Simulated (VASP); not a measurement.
Input of a VASP 6.6.1 run:

The input INCAR:

```
SYSTEM = Ge
PREC = Accurate
ENCUT = 600
EDIFF = 1E-8
ISMEAR = -1
SIGMA = 0.05
LREAL = .FALSE.
LASPH = .TRUE.
NELM = 60
ALGO = Fast
ISIF = 3
LWAVE = .FALSE.
LCHARG = .FALSE.
GGA = PS
IBRION = 6
NFREE = 2
POTIM = 0.015
NSW = 1
```

File KPOINTS:

```
regular mesh
0
G
  10 10 10
  0 0 0
```

POSCAR

```
Ge
1.0
   -2.5744897190      2.5744897190      1.3974126432
    2.5744897190     -2.5744897190      1.3974126432
    2.5744897190      2.5744897190     -1.3974126432
Ge
2
Direct
    0.5000000000      0.5000000000      0.0000000000
    0.2500000000      0.7500000000      0.5000000000
```

Potentials or basis: VASP PAW PBE potentials, release 64 (Ge_d).

Launch:

```console
$ cat potpaw_PBE.64/Ge_d/POTCAR > POTCAR
$ mpirun -np 1 vasp_std > vasp.out
```

Problem. What does it give for the Voigt bulk modulus?

Solution. 80 GPa.

Problem. Estimate the highest phonon frequency at Γ.

Solution. 174 cm⁻¹.

Phonon frequencies in cm⁻¹ (negative: imaginary):
```
              q point       frequencies
(0.000, 0.000, 0.000)  0 0 0 66 174 174
```

Caveat: the PAW data sets were made with another functional, which shifts forces and pressure a little.
